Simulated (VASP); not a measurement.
ZrS2: single point with LDA

ZrS2:

```
CELL_PARAMETERS angstrom
3.73996 0.00000 0.00000
-1.86998 3.23890 0.00000
0.00000 0.00000 6.12057
ATOMIC_POSITIONS crystal
Zr 0.00000 0.00000 0.00000
S 0.66667 0.33333 0.76209
S 0.33333 0.66667 0.23791
```

```
Program                : VASP 6.6.1
Task                   : single point
Functional             : LDA
Potentials or basis    : VASP PAW LDA potentials, release 64 (Zr_sv, S)
Cutoff                 : 500 eV
k mesh                 : 6 × 6 × 4
Occupations            : gaussian, width 0.01 eV
Spin                   : no spin polarisation
Dipole correction      : no
Further INCAR settings : ALGO = Normal; EDIFF = 1e-06; NBANDS = 19
```

```yaml
Pressure: -7.4 GPa
Largest_force: 0.702 eV/Å
Band_gap_on_the_k_mesh: 0.96 eV (least direct gap 1.50 eV)
```

Forces on the atoms (eV/Å):
```
Zr   0.000  0.000  0.000
S    0.000  0.000  0.702
S    0.000  0.000 -0.702
```

Stress tensor (GPa, compression positive):
```
-8.07  0.00  0.00
 0.00 -8.07  0.00
 0.00  0.00 -5.93
```

Levels at points of the mesh, in eV from the valence-band top:
| k point | band 8 | band 9 | band 10 | band 11 | band 12 | band 13 | band 14 | band 15 | band 16 | band 17 |
| --- | --- | --- | --- | --- | --- | --- | --- | --- | --- | --- |
| (0.00, 0.00, 0.00) | -2.62 | -2.62 | -0.05 | -0.05 | 0.00 | 1.50 | 1.50 | 2.28 | 4.84 | 4.84 |
| (0.50, 0.00, 0.00) | -2.47 | -2.31 | -2.24 | -1.57 | -1.10 | 1.11 | 3.05 | 3.28 | 5.46 | 5.66 |
| (0.00, 0.00, 0.50) | -2.59 | -2.59 | -1.51 | -0.14 | -0.14 | 1.47 | 1.47 | 2.55 | 5.11 | 5.11 |
| (0.50, 0.00, 0.50) | -2.95 | -2.42 | -2.09 | -0.92 | -0.74 | 0.96 | 3.04 | 3.28 | 5.10 | 5.71 |

Run time: 44 s on 1 thread of AMD EPYC 7R43 64-Core Processor (Zen 3), with other jobs on the host, peak memory 0.13 GiB.

Caveat: the cell stands under tension. A k mesh can miss the band edges.
